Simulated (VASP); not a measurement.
# Ti4BN4 in VASP: single point with PBEsol

Aim: the single point of Ti4BN4 with PBEsol.

Program: VASP 6.6.1. These are calculated values, not measurements. Logs are shortened: lines on timing, memory, paths and dates and some standing lists are left out, and cuts for length are marked.

## (1) The cell of the first run

The cell holds a slab with vacuum, 9 atoms: a = 2.973 Å, b = 2.973 Å, c = 25.306 Å, α = 90.00°, β = 90.00°, γ = 90.00°.

## (2) Single point, PBEsol

Input file INCAR:

```
SYSTEM = Ti4BN4
PREC     = Accurate       ! precision mode
ENCUT    = 520            ! plane-wave cutoff, eV
EDIFF    = 1E-6           ! SCF threshold, eV
ISMEAR   = 0              ! smearing method
SIGMA    = 0.1            ! smearing width, eV
LREAL    = .False.        ! projectors in reciprocal space
LASPH    = .True.         ! aspherical terms in the spheres
NELM     = 80             ! most SCF steps
ALGO     = Normal         ! electronic algorithm
ISIF     = 2              ! what is computed and relaxed
LWAVE    = .False.        ! write WAVECAR
LCHARG   = .True.         ! write CHGCAR
LDIPOL   = .True.       
IDIPOL   = 3            
DIPOL    = 0.5 0.5 0.480
GGA      = PS             ! functional
LELF     = .True.         ! ELF
LVHAR    = .True.       
LVACPOTAV= .True.       
NBANDS   = 46             ! bands
```

Input file KPOINTS:

```
Automatic mesh
0
Gamma
  10 10 1
  0 0 0
```

Input file POSCAR:

```
Ti4BN4
1.0
    2.9726300472      0.0000000000      0.0000000000
    0.0000000000      2.9726300472      0.0000000000
    0.0000000000      0.0000000000     25.3059005930
Ti N B
4 4 1
Direct
    0.5000000000      0.5000000000      0.3358900415
    0.0000000000      0.0000000000      0.4189523635
    0.4997556015      0.5002443985      0.5013207230
   -0.0006360012      0.0006360012      0.5918138735
    0.0000000000      0.0000000000      0.3358900415
    0.5000000000      0.5000000000      0.4189523635
   -0.0001108171      0.0001108171      0.5035876559
    0.4998388082      0.5001611918      0.5805942122
    0.4991727226      0.5008272774      0.6370871417
```

Potentials or basis: VASP PAW PBE potentials, release 64 (Ti_sv, N, B).

Command:

```sh
$ cat potpaw_PBE.64/Ti_sv/POTCAR potpaw_PBE.64/N/POTCAR potpaw_PBE.64/B/POTCAR > POTCAR
$ mpirun -np 1 vasp_std > vasp.out
```

OUTCAR:

```text
SYSTEM = Ti4BN4
   PREC = Accurate
   ENCUT = 520
   EDIFF = 1E-6
   ISMEAR = 0
   LREAL = .False.
   LASPH = .True.
   NELM = 80
   ISIF = 2
   GGA = PS

 ion  position               nearest neighbor table
   1  0.500  0.500  0.336-   6 2.10   5 2.10   5 2.10   5 2.10   5 2.10
   2  0.000  0.000  0.419-   5 2.10   6 2.10   6 2.10   6 2.10   6 2.10   7 2.14
   3  0.500  0.500  0.501-   8 2.01   6 2.08   7 2.10   7 2.10   7 2.10   7 2.10
   4  0.999  0.001  0.592-   8 2.12   8 2.12   8 2.12   8 2.12   7 2.23   9 2.39   9 2.39   9 2.39
                             9 2.39
   5  0.000  0.000  0.336-   2 2.10   1 2.10   1 2.10   1 2.10   1 2.10
   6  0.500  0.500  0.419-   3 2.08   1 2.10   2 2.10   2 2.10   2 2.10   2 2.10
   7  1.000  0.000  0.504-   3 2.10   3 2.10   3 2.10   3 2.10   2 2.14   4 2.23
   8  0.500  0.500  0.581-   9 1.43   3 2.01   4 2.12   4 2.12   4 2.12   4 2.12
   9  0.499  0.501  0.637-   8 1.43   4 2.39   4 2.39   4 2.39   4 2.39

  LATTYP: Found a simple tetragonal cell.
 ALAT       =     2.9726300472
 C/A-ratio  =     8.5129666966

  Lattice vectors:

 A1 = (   2.9726300472,   0.0000000000,   0.0000000000)
 A2 = (   0.0000000000,   2.9726300472,   0.0000000000)
 A3 = (   0.0000000000,   0.0000000000,  25.3059005930)

Analysis of symmetry for initial positions (statically):
=====================================================================
 Subroutine PRICEL returns:
 Original cell was already a primitive cell.

 Routine SETGRP: Setting up the symmetry group for a
 simple tetragonal supercell.

 Subroutine GETGRP returns: Found  2 space group operations
 (whereof  2 operations were pure point group operations)
 out of a pool of 16 trial point group operations.

The static configuration has the point symmetry C_1h.

Analysis of symmetry for dynamics (positions and initial velocities):
=====================================================================
 Subroutine PRICEL returns:
 Original cell was already a primitive cell.

 Routine SETGRP: Setting up the symmetry group for a
 simple tetragonal supercell.

 Subroutine GETGRP returns: Found  2 space group operations
 (whereof  2 operations were pure point group operations)
 out of a pool of 16 trial point group operations.

The dynamic configuration has the point symmetry C_1h.

 Subroutine INISYM returns: Found  2 space group operations
 (whereof  2 operations are pure point group operations),
 and found     1 'primitive' translations

----------------------------------------------------------------------------------------

                                     Primitive cell

  volume of cell :     223.6163

  direct lattice vectors                    reciprocal lattice vectors
     2.972630047  0.000000000  0.000000000     0.336402440  0.000000000  0.000000000
     0.000000000  2.972630047  0.000000000     0.000000000  0.336402440  0.000000000
     0.000000000  0.000000000 25.305900593     0.000000000  0.000000000  0.039516475

  length of vectors
     2.972630047  2.972630047 25.305900593     0.336402440  0.336402440  0.039516475

  position of ions in fractional coordinates (direct lattice)
     0.500000000  0.500000000  0.335890042
     0.000000000  0.000000000  0.418952363
     0.499755601  0.500244399  0.501320723
     0.999363999  0.000636001  0.591813874
     0.000000000  0.000000000  0.335890042
     0.500000000  0.500000000  0.418952363
     0.999889183  0.000110817  0.503587656
     0.499838808  0.500161192  0.580594212
     0.499172723  0.500827277  0.637087142

  ion indices of the primitive-cell ions
   primitive index   ion index
                 1           1
                 2           2
                 3           3
                 4           4
                 5           5
                 6           6
                 7           7
                 8           8
                 9           9

----------------------------------------------------------------------------------------

 KPOINTS: Automatic mesh

Automatic generation of k-mesh.
 Grid dimensions read from file:
 generate k-points for:   10   10    1

 Generating k-lattice:

  Cartesian coordinates                     Fractional coordinates (reciprocal lattice)
     0.033640244  0.000000000  0.000000000     0.100000000  0.000000000  0.000000000
     0.000000000  0.033640244  0.000000000     0.000000000  0.100000000  0.000000000
     0.000000000  0.000000000  0.039516475     0.000000000  0.000000000  1.000000000

  Length of vectors
     0.033640244  0.033640244  0.039516475

  Shift w.r.t. Gamma in fractional coordinates (k-lattice)
     0.000000000  0.000000000  0.000000000

 Subroutine IBZKPT returns following result:
 ===========================================

 Found     31 irreducible k-points:

 Following reciprocal coordinates:
            Coordinates               Weight
  0.000000  0.000000  0.000000      1.000000
  0.100000  0.000000  0.000000      4.000000
  0.200000  0.000000  0.000000      4.000000
  0.300000  0.000000  0.000000      4.000000
  0.400000  0.000000  0.000000      4.000000
  0.500000  0.000000  0.000000      2.000000
[... 16 lines left out ...]
  0.300000  0.300000  0.000000      2.000000
 -0.300000  0.300000  0.000000      2.000000
 [... further k-points ...]
   k-points           NKPTS =     31   k-points in BZ     NKDIM =     31   number of bands    NBANDS=     46
   number of dos      NEDOS =    301   number of ions     NIONS =      9
   total plane-waves  NPLWV = 110592
   dimension x,y,z NGX =    24 NGY =   24 NGZ =  192
   dimension x,y,z NGXF=    48 NGYF=   48 NGZF=  384
   ions per type =               4   4   1
   NGX,Y,Z   is equivalent  to a cutoff of  13.42, 13.42, 12.61 a.u.
   NGXF,Y,Z  is equivalent  to a cutoff of  26.84, 26.84, 25.23 a.u.
 SYSTEM =  Ti4BN4
   PREC   = accura    normal or accurate (medium, high low for compatibility)
   ISTART =      0    job   : 0-new  1-cont  2-samecut
   ICHARG =      2    charge: 1-file 2-atom 10-const
   ISPIN  =      1    spin polarized calculation?
   LNONCOLLINEAR =      F non collinear calculations
   LSORBIT =      F    spin-orbit coupling
   LASPH  =      T    aspherical Exc in radial PAW
   ENCUT  =  520.0 eV  38.22 Ry    6.18 a.u.   5.53  5.53 47.05*2*pi/ulx,y,z
   NELM   =     80;   NELMIN=  2; NELMDL= -5     # of ELM steps
   EDIFF  = 0.1E-05   stopping-criterion for ELM
   LREAL  =      F    real-space projection
   EDIFFG = 0.1E-04   stopping-criterion for IOM
   NSW    =      0    number of steps for IOM
   IBRION =     -1    ionic relax: 0-MD 1-quasi-New 2-CG
   NFREE  =      0    steps in history (QN), initial steepest desc. (CG)
   ISIF   =      2    stress and relaxation
   ISYM   =      2    0-nonsym 1-usesym 2-fastsym
   POTIM  = 0.5000    time-step for ionic-motion
   TEBEG  =    0.0;   TEEND  =   0.0 temperature during run
   PSTRESS=    0.0 pullay stress
   NELECT =      71.0000    total number of electrons
   NUPDOWN=      -1.0000    fix difference up-down
   EMIN   =  10.00;   EMAX   =-10.00  energy-range for DOS
   EFERMI =   0.00;   METHOD = LEGACY
   ISMEAR =     0;   SIGMA  =   0.10  broadening in eV -4-tet -1-fermi 0-gaus
   EFERMI_NEDOS =   21; number of points for ismear=-14 and -15
   IALGO  =     38    algorithm
   IMIX   =      4    mixing-type and parameters
     AMIX     =   0.40;   BMIX     =  1.00
     AMIX_MAG =   1.60;   BMIX_MAG =  1.00
  volume/ion in A,a.u.               =      24.85       167.67
  Fermi-wavevector in a.u.,A,eV,Ry     =   1.116846  2.110532 16.971144  1.247344
  Thomas-Fermi vector in A             =   2.253463
   LORBIT       =      0    0 simple, 1 ext, 2 COOP (PROOUT), +10 PAW based schemes
   GGA     = PS    functional components
   LHFCALC =     F    Hartree Fock is set to
   AEXX    =    0.0000 exact exchange contribution
   IVDW    =     0    specifies the selected vdW correction
   LEPSILON=     F    determine dielectric tensor
   LRPA    =     F    only Hartree local field effects (RPA)
 non-spin polarized calculation
 Gauss-broadening in eV      SIGMA  =   0.10
  energy-cutoff  :      520.00
  volume of cell :      223.62
 maximum number of plane-waves:      6103
 NGX is ok and might be reduce to    24
   NGX = 11   NGY = 11   NGZ = 95

 dipolmoment           0.000000      0.000000     -0.030514 electrons x Angstroem

 number of electron      70.9999978 magnetization

 dipolmoment           0.000000      0.000000      0.165247 electrons x Angstroem

 Free energy of the ion-electron system (eV)
  ---------------------------------------------------
  ext. energy  EPLUGINS =         0.00000000
  ---------------------------------------------------
  free energy    TOTEN  =       -86.51244911 eV

  energy without entropy =      -86.49737211  energy(sigma->0) =      -86.50491061

 E-fermi :   1.5204     XC(G=0):  -5.6139

 val. band max:        1.4959658595   @ k =  -0.1000   0.1000   0.0000
 cond. band min:       1.5427748833   @ k =  -0.1000   0.1000   0.0000
 fundamental gap:      0.0468090238
 Fermi energy:         1.5204403685

 k-point     1 :       0.0000    0.0000    0.0000
  band No.  band energies     occupation
      1     -56.1309      2.00000
      2     -56.0708      2.00000
      3     -55.9142      2.00000
      4     -55.8513      2.00000
      5     -32.7293      2.00000
      6     -32.6249      2.00000
[... 38 lines left out ...]
     45       2.7715      0.00000
     46       3.1013      0.00000

 k-point     2 :       0.1000    0.0000    0.0000
  band No.  band energies     occupation
      1     -56.1267      2.00000
      2     -56.0663      2.00000
      3     -55.9119      2.00000
      4     -55.8479      2.00000
      5     -32.7208      2.00000
      6     -32.6342      2.00000
[... 1070 lines left out ...]
 k-point    24 :      -0.3000    0.3000    0.0000
  band No.  band energies     occupation
      1     -56.0772      2.00000
      2     -56.0128      2.00000
      3     -55.8788      2.00000
      4     -55.8031      2.00000
      5     -32.6830      2.00000
      6     -32.6052      2.00000
[... 38 lines left out ...]
     45       3.7650      0.00000
     46       3.8745      0.00000

 [... further k-points ...]

------------------------ aborting loop because EDIFF is reached ----------------------------------------

  FORCE on cell =-STRESS in cart. coord.  units (eV):
  Direction    XX          YY          ZZ          XY          YZ          ZX
  --------------------------------------------------------------------------------------
  -------------------------------------------------------------------------------------
  Total       -3.9423470     -3.9423470     -1.7495183     -0.0001383     -0.0197132      0.0197132
  in kB      -28.2463221    -28.2463221    -12.5350350     -0.0009912     -0.1412420      0.1412418
  external PRESSURE =     -23.0092264 kB  Pullay stress =       0.0000000 kB

 VOLUME and BASIS-vectors are now :
 -----------------------------------------------------------------------------
  energy-cutoff  :      520.00
  volume of cell :      223.62
      direct lattice vectors                 reciprocal lattice vectors
     2.972630047  0.000000000  0.000000000     0.336402440  0.000000000  0.000000000
     0.000000000  2.972630047  0.000000000     0.000000000  0.336402440  0.000000000
     0.000000000  0.000000000 25.305900593     0.000000000  0.000000000  0.039516475

 POSITION                                       TOTAL-FORCE (eV/Angst)
 -----------------------------------------------------------------------------------
      1.48632      1.48632      8.50000        -0.000509      0.000509      2.351297
      0.00000      0.00000     10.60197        -0.002324      0.002324     -0.094124
      1.48559      1.48704     12.68637         0.004515     -0.004515      0.008842
      2.97074      0.00189     14.97638         0.016213     -0.016213      0.014717
      0.00000      0.00000      8.50000         0.000612     -0.000612     -1.419527
      1.48632      1.48632     10.60197        -0.000851      0.000851     -0.898411
      2.97230      0.00033     12.74374        -0.004291      0.004291      0.031682
      1.48584      1.48679     14.69246        -0.015613      0.015613     -0.069687
      1.48386      1.48877     16.12206         0.002246     -0.002246      0.075211
 -----------------------------------------------------------------------------------
    total drift:                               -0.000114      0.000114     -0.000137

  FREE ENERGIE OF THE ION-ELECTRON SYSTEM (eV)
  ---------------------------------------------------
  free  energy   TOTEN  =       -86.5124491058 eV

  energy  without entropy=      -86.4973721095  energy(sigma->0) =      -86.50491061

 vacuum level on the upper side and lower side of the slab         7.322         3.939
```

It took 19 min on 1 thread of Intel Xeon 8259CL, shared host; peak memory 0.49 GiB.

What came out:

```
Free energy            : -86.5124 eV
Largest force          : 2.351 eV/Å
Band gap on the k mesh : zero (an odd number of electrons rules out a gap without spin polarisation)
```

Forces in eV/Å, atoms in the order of the input:
```
Ti  -0.001  0.001  2.351
Ti  -0.002  0.002 -0.094
Ti   0.005 -0.005  0.009
Ti   0.016 -0.016  0.015
N    0.001 -0.001 -1.420
N   -0.001  0.001 -0.898
N   -0.004  0.004  0.032
N   -0.016  0.016 -0.070
B    0.002 -0.002  0.075
```

Caveat: the PAW data sets were made with another functional, which shifts forces and pressure a little; an odd number of electrons without spin polarisation forces a metal; a magnetic or distorted state may lie lower.

The gap in the log of VASP goes by the Fermi energy; the results here count the filled bands.